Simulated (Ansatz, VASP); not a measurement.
Two plane-wave programs on Cd

```xyz
1
Lattice="2.9967 0.0000 0.0000 0.0000 2.9967 0.0000 0.0000 0.0000 2.9967" Properties=species:S:1:pos:R:3 pbc="T T T"
Cd    0.0000    0.0000    0.0000
```

Alike in both runs: functional PBE; k mesh 18 × 18 × 18; occupations gaussian, width 0.1 eV; no spin polarisation.

Ansatz relaxed the structure, and its values are those at the end. VASP's run is a single point on that final structure, the one shown.

|  | VASP | Ansatz |
| --- | --- | --- |
| version | VASP 6.6.1 | Ansatz 0.2.0 |
| potentials or method | VASP PAW PBE potentials, release 64 (Cd), cutoff 520 eV | scalar-relativistic, plane waves, PAW |
| valence electrons in the cell | 12 | 20 |

```csv
,VASP,Ansatz,Ansatz less VASP
gap on the k mesh at the Fermi level (eV),none,none,-
pressure (GPa),0.3,0.0,-0.25
```

A gap of «none» marks a metal or a gap that the smearing closes. VASP's potentials hold 12 valence electrons a cell and Ansatz's 20, so a difference there can come from the potentials and not from the codes.
